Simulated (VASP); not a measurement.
# SnO2 (Pbcn) in VASP: electric field gradients with PBE

Aim: the electric field gradients of SnO2 with PBE.

Program: VASP 6.6.1. These are calculated values, not measurements. Logs are shortened: lines on timing, memory, paths and dates and some standing lists are left out, and cuts for length are marked.

### Step 1. The cell of the first run

The structure is orthorhombic, space group Pbcn (No. 60). Conventional cell: a = 4.735 Å, b = 5.751 Å, c = 5.247 Å, α = 90.00°, β = 90.00°, γ = 90.00°. Sn (site symmetry 2) has 6 O at 2.04 to 2.11 Å within 2.7 Å. O (site symmetry 1) has 3 Sn at 2.04 to 2.11 Å and 1 O at 2.64 Å within 2.7 Å.

### Step 2. Electric field gradients, PBE

INCAR

```
SYSTEM = SnO2
ALGO     = Normal         ! electronic algorithm
EDIFF    = 1E-8           ! SCF threshold, eV
ENCUT    = 520            ! plane-wave cutoff, eV
GGA      = PE             ! functional
ISIF     = 2              ! what is computed and relaxed
ISMEAR   = -1             ! smearing method
LASPH    = .TRUE.         ! aspherical terms in the spheres
LCHARG   = .FALSE.        ! write CHGCAR
LEFG     = .TRUE.       
LREAL    = .FALSE.        ! projectors in reciprocal space
LWAVE    = .FALSE.        ! write WAVECAR
NBANDS   = 64             ! bands
NELM     = 60             ! most SCF steps
PREC     = Accurate       ! precision mode
SIGMA    = 0.02           ! smearing width, eV
```

KPOINTS

```
k-points
0
G
  5 4 5
  0 0 0
```

POSCAR

```
SnO2
1.0
    4.7351461700      0.0000000000      0.0000000000
    0.0000000000      5.7509122300      0.0000000000
    0.0000000000      0.0000000000      5.2471142500
Sn O
4 8
Direct
    0.5000000000      0.6654477500      0.7500000000
    0.0000000000      0.8345522500      0.2500000000
    0.5000000000      0.3345522500      0.2500000000
    0.0000000000      0.1654477500      0.7500000000
    0.7303050400      0.6071234700      0.0786035800
    0.2303050400      0.8928765300      0.9213964200
    0.7696949600      0.8928765300      0.5786035800
    0.2696949600      0.6071234700      0.4213964200
    0.7303050400      0.3928765300      0.5786035800
    0.2303050400      0.1071234700      0.4213964200
    0.7696949600      0.1071234700      0.0786035800
    0.2696949600      0.3928765300      0.9213964200
```

Potentials or basis: VASP PAW PBE potentials, release 64 (Sn_d, O).

The run is started by

```console
cat potpaw_PBE.64/Sn_d/POTCAR potpaw_PBE.64/O/POTCAR > POTCAR
mpirun -np 1 vasp_std > vasp.out
```

OUTCAR:

```text
SYSTEM = SnO2
   EDIFF = 1E-8
   ENCUT = 520
   GGA = PE
   ISIF = 2
   ISMEAR = -1
   LASPH = .TRUE.
   LREAL = .FALSE.
   NELM = 60
   PREC = Accurate

 ion  position               nearest neighbor table
   1  0.500  0.665  0.750-   6 2.04   7 2.04   5 2.07   8 2.07   9 2.11  12 2.11   3 3.24   3 3.24
                             2 3.67   2 3.67   2 3.67   2 3.67   4 3.72   4 3.72   4 3.72   4 3.72
   2  0.000  0.835  0.250-   5 2.04   8 2.04   7 2.07   6 2.07  10 2.11  11 2.11   4 3.24   4 3.24
                             1 3.67   1 3.67   1 3.67   1 3.67   3 3.72   3 3.72   3 3.72   3 3.72
   3  0.500  0.335  0.250-  10 2.04  11 2.04   9 2.07  12 2.07   5 2.11   8 2.11   1 3.24   1 3.24
                             4 3.67   4 3.67   4 3.67   4 3.67   2 3.72   2 3.72   2 3.72   2 3.72
   4  0.000  0.165  0.750-   9 2.04  12 2.04  11 2.07  10 2.07   6 2.11   7 2.11   2 3.24   2 3.24
                             3 3.67   3 3.67   3 3.67   3 3.67   1 3.72   1 3.72   1 3.72   1 3.72
   5  0.730  0.607  0.079-   2 2.04   1 2.07   3 2.11
   6  0.230  0.893  0.921-   1 2.04   2 2.07   4 2.11
   7  0.770  0.893  0.579-   1 2.04   2 2.07   4 2.11
   8  0.270  0.607  0.421-   2 2.04   1 2.07   3 2.11
   9  0.730  0.393  0.579-   4 2.04   3 2.07   1 2.11
  10  0.230  0.107  0.421-   3 2.04   4 2.07   2 2.11
  11  0.770  0.107  0.079-   3 2.04   4 2.07   2 2.11
  12  0.270  0.393  0.921-   4 2.04   3 2.07   1 2.11

  LATTYP: Found a simple orthorhombic cell.
 ALAT       =     4.7351461700
 B/A-ratio  =     1.1081208608
 C/A-ratio  =     1.2145163050

  Lattice vectors:

 A1 = (  -4.7351461700,   0.0000000000,   0.0000000000)
 A2 = (   0.0000000000,   0.0000000000,   5.2471142500)
 A3 = (   0.0000000000,   5.7509122300,   0.0000000000)

Analysis of symmetry for initial positions (statically):
=====================================================================
 Subroutine PRICEL returns:
 Original cell was already a primitive cell.

 Routine SETGRP: Setting up the symmetry group for a
 simple orthorhombic supercell.

 Subroutine GETGRP returns: Found  8 space group operations
 (whereof  2 operations were pure point group operations)
 out of a pool of  8 trial point group operations.

The static configuration has the point symmetry S_2 .
 The point group associated with its full space group is D_2h.

Analysis of symmetry for dynamics (positions and initial velocities):
=====================================================================
 Subroutine PRICEL returns:
 Original cell was already a primitive cell.

 Routine SETGRP: Setting up the symmetry group for a
 simple orthorhombic supercell.

 Subroutine GETGRP returns: Found  8 space group operations
 (whereof  2 operations were pure point group operations)
 out of a pool of  8 trial point group operations.

The dynamic configuration has the point symmetry S_2 .
 The point group associated with its full space group is D_2h.

 Subroutine INISYM returns: Found  8 space group operations
 (whereof  2 operations are pure point group operations),
 and found     1 'primitive' translations

----------------------------------------------------------------------------------------

                                     Primitive cell

  volume of cell :     142.8863

  direct lattice vectors                    reciprocal lattice vectors
     4.735146170  0.000000000  0.000000000     0.211186722  0.000000000  0.000000000
     0.000000000  5.750912230  0.000000000     0.000000000  0.173885457  0.000000000
     0.000000000  0.000000000  5.247114250     0.000000000  0.000000000  0.190580946

  length of vectors
     4.735146170  5.750912230  5.247114250     0.211186722  0.173885457  0.190580946

  position of ions in fractional coordinates (direct lattice)
     0.500000000  0.665447750  0.750000000
     0.000000000  0.834552250  0.250000000
     0.500000000  0.334552250  0.250000000
     0.000000000  0.165447750  0.750000000
     0.730305040  0.607123470  0.078603580
     0.230305040  0.892876530  0.921396420
     0.769694960  0.892876530  0.578603580
     0.269694960  0.607123470  0.421396420
     0.730305040  0.392876530  0.578603580
     0.230305040  0.107123470  0.421396420
     0.769694960  0.107123470  0.078603580
     0.269694960  0.392876530  0.921396420

  ion indices of the primitive-cell ions
   primitive index   ion index
                 1           1
                 2           2
                 3           3
                 4           4
                 5           5
                 6           6
                 7           7
                 8           8
                 9           9
                10          10
                11          11
                12          12
[... 80 lines left out ...]
   POTIM  = 0.5000    time-step for ionic-motion
   TEBEG  =    0.0;   TEEND  =   0.0 temperature during run
   PSTRESS=    0.0 pullay stress
   NELECT =     104.0000    total number of electrons
   NUPDOWN=      -1.0000    fix difference up-down
   EMIN   =  10.00;   EMAX   =-10.00  energy-range for DOS
   EFERMI =   0.00;   METHOD = LEGACY
   ISMEAR =    -1;   SIGMA  =   0.02  broadening in eV -4-tet -1-fermi 0-gaus
   EFERMI_NEDOS =   21; number of points for ismear=-14 and -15
   IALGO  =     38    algorithm
   IMIX   =      4    mixing-type and parameters
     AMIX     =   0.40;   BMIX     =  1.00
     AMIX_MAG =   1.60;   BMIX_MAG =  1.00
  volume/ion in A,a.u.               =      11.91        80.35
  Fermi-wavevector in a.u.,A,eV,Ry     =   1.472614  2.782838 29.505504  2.168593
  Thomas-Fermi vector in A             =   2.587608
   LORBIT       =      0    0 simple, 1 ext, 2 COOP (PROOUT), +10 PAW based schemes
   GGA     = PE    functional components
   LHFCALC =     F    Hartree Fock is set to
   AEXX    =    0.0000 exact exchange contribution
   IVDW    =     0    specifies the selected vdW correction
   LEPSILON=     F    determine dielectric tensor
   LRPA    =     F    only Hartree local field effects (RPA)
 non-spin polarized calculation
  energy-cutoff  :      520.00
  volume of cell :      142.89
 maximum number of plane-waves:      3879
 NGX is ok and might be reduce to    36
   NGX = 17   NGY = 21   NGZ = 19

 number of electron     103.9999989 magnetization

 Free energy of the ion-electron system (eV)
  ---------------------------------------------------
  ext. energy  EPLUGINS =         0.00000000
  ---------------------------------------------------
  free energy    TOTEN  =       -74.27019804 eV

  energy without entropy =      -74.27019804  energy(sigma->0) =      -74.27019804

 E-fermi :   6.3633     XC(G=0): -11.3027

 val. band max:        5.8591861062   @ k =   0.4000   0.0000   0.0000
 cond. band min:       7.2101925517   @ k =   0.0000   0.0000   0.0000
 fundamental gap:      1.3510064455
 Fermi energy:         6.3633315170

 k-point     1 :       0.0000    0.0000    0.0000
  band No.  band energies     occupation
      1     -14.8067      2.00000
      2     -14.6684      2.00000
      3     -14.5881      2.00000
      4     -14.2946      2.00000
      5     -14.1707      2.00000
      6     -14.0013      2.00000
[... 1597 lines left out ...]
     63      16.9050      0.00000
     64      17.2042      0.00000

 [... further k-points ...]

------------------------ aborting loop because EDIFF is reached ----------------------------------------

  FORCE on cell =-STRESS in cart. coord.  units (eV):
  Direction    XX          YY          ZZ          XY          YZ          ZX
  --------------------------------------------------------------------------------------
  -------------------------------------------------------------------------------------
  Total        6.5063617      6.7889826      7.1473150      0.0000000      0.0000000     -0.0000000
  in kB       72.9555163     76.1245311     80.1424940      0.0000000      0.0000000     -0.0000000
  external PRESSURE =      76.4075138 kB  Pullay stress =       0.0000000 kB

 VOLUME and BASIS-vectors are now :
 -----------------------------------------------------------------------------
  energy-cutoff  :      520.00
  volume of cell :      142.89
      direct lattice vectors                 reciprocal lattice vectors
     4.735146170  0.000000000  0.000000000     0.211186722  0.000000000  0.000000000
     0.000000000  5.750912230  0.000000000     0.000000000  0.173885457  0.000000000
     0.000000000  0.000000000  5.247114250     0.000000000  0.000000000  0.190580946

 POSITION                                       TOTAL-FORCE (eV/Angst)
 -----------------------------------------------------------------------------------
      2.36757      3.82693      3.93534         0.000000      0.061902      0.000000
      0.00000      4.79944      1.31178         0.000000     -0.061902      0.000000
      2.36757      1.92398      1.31178         0.000000     -0.061902      0.000000
      0.00000      0.95148      3.93534         0.000000      0.061902      0.000000
      3.45810      3.49151      0.41244         0.071119     -0.065316     -0.018370
      1.09053      5.13485      4.83467         0.071119      0.065316      0.018370
      3.64462      5.13485      3.03600        -0.071119      0.065316     -0.018370
      1.27705      3.49151      2.21112        -0.071119     -0.065316      0.018370
      3.45810      2.25940      3.03600         0.071119      0.065316     -0.018370
      1.09053      0.61606      2.21112         0.071119     -0.065316      0.018370
      3.64462      0.61606      0.41244        -0.071119     -0.065316     -0.018370
      1.27705      2.25940      4.83467        -0.071119      0.065316      0.018370
 -----------------------------------------------------------------------------------
    total drift:                               -0.000000      0.000000      0.000000

  FREE ENERGIE OF THE ION-ELECTRON SYSTEM (eV)
  ---------------------------------------------------
  free  energy   TOTEN  =       -74.2701980361 eV

  energy  without entropy=      -74.2701980361  energy(sigma->0) =      -74.27019804

 Electric field gradients (V/A^2)
---------------------------------------------------------------------
 ion       V_xx      V_yy      V_zz      V_xy      V_xz      V_yz
---------------------------------------------------------------------
   1       0.814    21.557   -22.371     0.000    12.741     0.000
   2       0.814    21.557   -22.371    -0.000   -12.741    -0.000
   3       0.814    21.557   -22.371    -0.000    12.741     0.000
   4       0.814    21.557   -22.371     0.000   -12.741    -0.000
   5     -16.856    -1.965    18.822    66.679    60.478   -22.250
   6     -16.856    -1.965    18.822   -66.679   -60.478   -22.250
   7     -16.856    -1.965    18.822    66.679   -60.478    22.250
   8     -16.856    -1.965    18.822   -66.679    60.478    22.250
   9     -16.856    -1.965    18.822   -66.679    60.478    22.250
  10     -16.856    -1.965    18.822    66.679   -60.478    22.250
  11     -16.856    -1.965    18.822   -66.679   -60.478   -22.250
  12     -16.856    -1.965    18.822    66.679    60.478   -22.250
---------------------------------------------------------------------

 Electric field gradients after diagonalization (V/A^2)
 (convention: |V_zz| > |V_xx| > |V_yy|)
----------------------------------------------------------------------
 ion       V_xx      V_yy      V_zz     asymmetry (V_yy - V_xx)/ V_zz
----------------------------------------------------------------------
   1      21.557     6.446   -28.003       0.540
   2      21.557     6.446   -28.003       0.540
   3      21.557     6.446   -28.003       0.540
   4      21.557     6.446   -28.003       0.540
   5      75.017    31.042  -106.059       0.415
   6      75.017    31.042  -106.059       0.415
   7      75.017    31.042  -106.059       0.415
   8      75.017    31.042  -106.059       0.415
   9      75.017    31.042  -106.059       0.415
  10      75.017    31.042  -106.059       0.415
  11      75.017    31.042  -106.059       0.415
  12      75.017    31.042  -106.059       0.415
----------------------------------------------------------------------

           NMR quadrupolar parameters

 Cq : quadrupolar parameter    Cq=e*Q*V_zz/h
 eta: asymmetry parameters     (V_yy - V_xx)/ V_zz
 Q  : nuclear electric quadrupole moment in mb (millibarn)
----------------------------------------------------------------------
 ion       Cq(MHz)       eta       Q (mb)
----------------------------------------------------------------------
   1      -0.068       0.540       1.000
   2      -0.068       0.540       1.000
   3      -0.068       0.540       1.000
   4      -0.068       0.540       1.000
   5      -0.256       0.415       1.000
   6      -0.256       0.415       1.000
   7      -0.256       0.415       1.000
   8      -0.256       0.415       1.000
   9      -0.256       0.415       1.000
  10      -0.256       0.415       1.000
  11      -0.256       0.415       1.000
  12      -0.256       0.415       1.000
----------------------------------------------------------------------
```

Wall time 7.6 min (1 thread of Oxide Virtual Turin-like, shared host); peak memory 0.33 GiB.

Results:

* Free energy: -74.2702 eV
* Pressure: 7.6 GPa
* Largest force: 0.098 eV/Å
* Band gap on the k mesh: 1.35 eV (least direct gap 1.37 eV)
* Largest electric field gradient by atom: Sn -28.0; O -106.1 V/Å²

Forces in eV/Å, atoms in the order of the input:
```
Sn   0.000  0.062  0.000
Sn   0.000 -0.062  0.000
Sn   0.000 -0.062  0.000
Sn   0.000  0.062  0.000
O    0.071 -0.065 -0.018
O    0.071  0.065  0.018
O   -0.071  0.065 -0.018
O   -0.071 -0.065  0.018
O    0.071  0.065 -0.018
O    0.071 -0.065  0.018
O   -0.071 -0.065 -0.018
O   -0.071  0.065  0.018
```

Electric field gradients, principal values (V/Å²):
```tsv
atom	least	middle	greatest (by size)
1 Sn	6.446	21.557	-28.003
2 Sn	6.446	21.557	-28.003
3 Sn	6.446	21.557	-28.003
4 Sn	6.446	21.557	-28.003
5 O	31.042	75.017	-106.059
6 O	31.042	75.017	-106.059
7 O	31.042	75.017	-106.059
8 O	31.042	75.017	-106.059
9 O	31.042	75.017	-106.059
10 O	31.042	75.017	-106.059
11 O	31.042	75.017	-106.059
12 O	31.042	75.017	-106.059
```

Caveat: the cell stands under pressure; without QUAD_EFG the Cq values of the log hold for a quadrupole moment of 1 mb, not for the nuclei; spin-orbit coupling is left out, which moves the levels of the heavy elements. A k mesh can miss the band edges.
